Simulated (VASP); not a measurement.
**Sc: single point with LDA**

The system is Sc.

```
CELL_PARAMETERS angstrom
0.00000 2.26000 2.26000
2.26000 0.00000 2.26000
2.26000 2.26000 0.00000
ATOMIC_POSITIONS crystal
Sc 0.00000 0.00000 0.00000
```

This isn't the form of Sc at room conditions, which is hcp.

```yaml
Program: VASP 6.6.1
Task: single point
Functional: LDA
Potentials_or_basis: VASP PAW LDA potentials, release 64 (Sc_sv)
Cutoff: 520 eV
k_mesh: 13 × 13 × 13
Occupations: fermi-dirac, width 0.03 eV
Spin: collinear spin
Starting_moments: "[1.2] μB"
Fixed_moment: 1.2 μB
```

| Quantity | Value |
| --- | --- |
| Pressure | 1.4 GPa |
| Net moment | 1.20 μB per cell |
| Site moments | Sc +0.74 μB |
| Valence electrons inside the program's atomic spheres | Sc 9.49 |

Run time: 16 s on 1 thread of Intel(R) Xeon(R) 6975P-C (Granite Rapids) (shared host), peak memory 0.16 GiB.

Caveat: the total moment is fixed, so each spin has its own Fermi level.
